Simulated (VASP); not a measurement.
Here is a VASP 6.6.1 calculation.

Contents of INCAR:

```
PREC = Accurate
ENCUT = 520
EDIFF = 1E-6
ISMEAR = -1
SIGMA = 0.05
LREAL = F
LASPH = T
NELM = 60
ALGO = Normal
ISIF = 2
LWAVE = F
LCHARG = F
GGA = PS
NBANDS = 11
```

File KPOINTS:

```
Automatic mesh
0
Gamma
  13 13 13
```

Contents of POSCAR:

```
C
1.0
    0.0000000000      1.7592674508      1.7592674508
    1.7592674508      0.0000000000      1.7592674508
    1.7592674508      1.7592674508      0.0000000000
C
2
Direct
    0.7500000000      0.7500000000      0.7500000000
    0.5000000000      0.5000000000      0.5000000000
```

Potentials or basis: VASP PAW PBE potentials, release 64 (C).

Run with:

```console
$ cat potpaw_PBE.64/C/POTCAR > POTCAR
$ mpirun -np 1 vasp_std > vasp.out
```

What does it give for the pressure?

15.5 GPa.

Predict the band gap on the k mesh.

4.10 eV, indirect (least direct gap 5.65 eV).

Caveat: the PAW data sets were made with another functional, which shifts forces and pressure a little. A k mesh can miss the band edges.
